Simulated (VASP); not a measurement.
Write the native input for VASP 6.6.1 that does the following.

* Task: single point
* Functional: r2SCAN
* Potentials or basis: VASP PAW PBE potentials, release 64 (Hf_pv)
* Cutoff: 520 eV
* k mesh: 18 × 18 × 10
* Occupations: gaussian, width 0.05 eV
* Spin: no spin polarisation
* Dipole correction: no
* Further INCAR settings: ALGO = Normal; EDIFF = 1e-07; NBANDS = 17

The system is Hf.

```
CELL_PARAMETERS angstrom
2.84891 0.00000 0.00000
-1.42446 2.46723 0.00000
0.00000 0.00000 4.58218
ATOMIC_POSITIONS crystal
Hf 0.33333 0.66667 0.25000
Hf 0.66667 0.33333 0.75000
```

This cell differs from its parent crystal: volume scaled by 0.720.

One way to write it, as run:

POSCAR

```
Hf
1.0
    2.8489113265      0.0000000000      0.0000000000
   -1.4244556632      2.4672295819      0.0000000000
    0.0000000000      0.0000000000      4.5821786175
Hf
2
Direct
    0.3333333333      0.6666666667      0.2500000000
    0.6666666667      0.3333333333      0.7500000000
```

INCAR.step1

```
SYSTEM = Hf
ALGO = Normal
EDIFF = 1E-4
ENCUT = 520
GGA = PE
ISMEAR = 0
LASPH = .TRUE.
LCHARG = .FALSE.
LREAL = .FALSE.
LWAVE = .TRUE.
NBANDS = 17
NELM = 80
PREC = Accurate
SIGMA = 0.05
```

INCAR.step2

```
SYSTEM = Hf
ALGO = Normal
EDIFF = 1E-7
ENCUT = 520
ISIF = 2
ISMEAR = 0
ISTART = 1
LASPH = .TRUE.
LCHARG = .FALSE.
LMIXTAU = .TRUE.
LREAL = .FALSE.
LWAVE = .FALSE.
METAGGA = R2SCAN
NBANDS = 17
NELM = 80
PREC = Accurate
SIGMA = 0.05
```

KPOINTS

```
k-points
0
G
  18 18 10
  0 0 0
```

Potentials or basis: VASP PAW PBE potentials, release 64 (Hf_pv).

Run with:

```console
$ cat potpaw_PBE.64/Hf_pv/POTCAR > POTCAR
$ cp INCAR.step1 INCAR
$ mpirun -np 1 vasp_std > vasp.out
$ cp INCAR.step2 INCAR
$ mpirun -np 1 vasp_std > vasp.out
```

Results of the run:

```json
{
 "Pressure": "60.7 GPa",
 "Band gap on the k mesh": "zero (band 10 reaches 8.82 eV, above the bottom of band 11 at 6.98 eV)"
}
```

Caveat: the PAW data sets were made with another functional, which shifts forces and pressure a little; spin-orbit coupling is left out, which moves the levels of the heavy elements.

It took 4.5 min on 1 thread of Intel Xeon 6975P-C, with other jobs on the host, peak memory 0.24 GiB.
